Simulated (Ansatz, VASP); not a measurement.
## Two plane-wave programs on AlN

Contents of INCAR:

```
SYSTEM = AlN
PREC = Accurate ; ENCUT = 520
EDIFF = 1E-6 ; ISMEAR = 0
SIGMA = 0.05 ; LREAL = .FALSE.
LASPH = .TRUE. ; NELM = 100
ALGO = Normal ; ISIF = 2
LWAVE = .FALSE. ; LCHARG = .TRUE.
GGA = PE ; LELF = .TRUE.
LVHAR = .TRUE. ; NBANDS = 26
```

KPOINTS

```
Automatic mesh
0
G
  6 6 6
  0 0 0
```

Contents of POSCAR:

```
AlN
1.0
    4.4025164325      0.0000000000      0.0000000000
    0.0000000000     -4.4025164325      0.0000000000
    0.0000000000      0.0000000000     -4.4025164325
Al N
4 4
Direct
   -0.1011869641      0.0858599862     -0.1011869641
    0.5000000000      0.5000000000      0.0000000000
    0.5000000000      0.0000000000      0.5000000000
    0.0000000000      0.5000000000      0.5000000000
    0.7500000000      0.7500000000      0.7500000000
    0.2500000000      0.2500000000      0.7500000000
    0.2500000000      0.7500000000      0.2500000000
    0.7500000000      0.2500000000      0.2500000000
```

Input for Ansatz:

```yaml
crystal:
  lattice:
    - [4.4025164325, 0.0, 0.0]
    - [0.0, -4.4025164325, 0.0]
    - [0.0, 0.0, -4.4025164325]
  atoms:
    - { symbol: Al, position: [-0.1011869641, 0.0858599862, -0.1011869641] }
    - { symbol: Al, position: [0.5, 0.5, 0.0] }
    - { symbol: Al, position: [0.5, 0.0, 0.5] }
    - { symbol: Al, position: [0.0, 0.5, 0.5] }
    - { symbol: "N", position: [0.75, 0.75, 0.75] }
    - { symbol: "N", position: [0.25, 0.25, 0.75] }
    - { symbol: "N", position: [0.25, 0.75, 0.25] }
    - { symbol: "N", position: [0.75, 0.25, 0.25] }
basis:
  ecutwfc: 420
kpoints:
  mp_grid: { grid: [6, 6, 6] }
hamiltonian:
  xc: pbe
  pseudopotentials: { kind: paw, azcp: { folder: soft_1 } }
scf:
  occupations: { method: gaussian, width: 0.05 }
output:
  forces: true
  stress: true
  eigenvalues: true
```

Alike in both runs: task single point; functional PBE; k mesh 6 × 6 × 6; occupations gaussian, width 0.05 eV; no spin polarisation.

|  | VASP | Ansatz |
| --- | --- | --- |
| version | VASP 6.6.1 | Ansatz 0.2.0 |
| potentials or method | VASP PAW PBE potentials, release 64 (Al, N), cutoff 520 eV | scalar-relativistic, plane waves, PAW |
| valence electrons in the cell | 32 | 32 |

|  | VASP | Ansatz | Ansatz less VASP |
| --- | --- | --- | --- |
| gap on the k mesh at the Fermi level (eV) | none | none | - |
| pressure (GPa) | 6.5 | 6.7 | +0.15 |
| traceless stress, the component that is largest in VASP (GPa) | 2.36 | 2.35 | -0.005 |
| rms of the force components (eV/Å) | 1.879 | 1.880 | +0.0013 |

Atom by atom the forces differ by 0.007 eV/Å (rms over components). A gap of «none» marks a metal or a gap that the smearing closes.
